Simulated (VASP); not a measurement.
Si:

```
Si
1.0
     0.00000    3.36971    5.43447
     1.62638    0.00000    5.43447
     1.62638    3.36971    0.00000
Si
4
Direct
  0.81733 0.81733 0.18267
  0.06733 0.06733 0.43267
  0.18267 0.18267 0.81733
  0.43267 0.43267 0.06733
```

The cell was built from a structure type or drawn by symmetry, and may not be a known phase.

- Program: VASP 6.6.1
- Task: relaxation of cell and atoms
- Functional: PBE
- Potentials or basis: VASP PAW PBE potentials, release 64 (Si)
- Cutoff: 600 eV
- k mesh: 6 × 6 × 6
- Occupations: gaussian, width 0.1 eV
- Spin: no spin polarisation

At the start: pressure 32.9 GPa; volume 14.89 Å³/atom.

Q: Where does the relaxation end?

A: Over 11 steps the energy falls by 354.4 meV/atom and the volume is 18.54 Å³/atom (+24.5 %); space group Fddd (No. 70, to 0.1 Å) before and after.

The path:
```tsv
step	energy change (eV)	largest force (eV/Å)	pressure (GPa)	volume (Å³)
1	0.0000	0.9059	32.92	59.57
2	-0.4617	1.0807	-11.46	89.82
3	-1.2942	0.7952	0.16	73.64
4	-1.2948	0.7799	0.55	73.34
5	-1.3923	0.1484	-0.85	74.83
6	-1.4000	0.1217	-1.32	75.50
7	-1.4003	0.0770	-1.25	75.38
8	-1.4171	0.0730	0.13	74.10
9	-1.4172	0.0725	0.22	74.02
10	-1.4176	0.0176	-0.18	74.26
11	-1.4177	0.0131	-0.04	74.18
```

Final structure:
```cif
data_structure
_symmetry_space_group_name_H-M 'P 1'
_symmetry_Int_Tables_number 1
_cell_length_a 6.6449
_cell_length_b 5.8911
_cell_length_c 4.0353
_cell_angle_alpha 81.736
_cell_angle_beta 61.325
_cell_angle_gamma 36.940
_cell_volume 74.18
loop_
_atom_site_label
_atom_site_type_symbol
_atom_site_fract_x
_atom_site_fract_y
_atom_site_fract_z
_atom_site_occupancy
Si1 Si 0.81569 0.81569 0.18431 1
Si2 Si 0.06569 0.06569 0.43431 1
Si3 Si 0.18431 0.18431 0.81569 1
Si4 Si 0.43431 0.43431 0.06569 1
```

Caveat: the k points lie up to 0.33 Å⁻¹ apart in the final cell, too coarse for converged energies and pressures of a metal; the volume moved by over 15 % at a fixed basis, so the end points are rough.
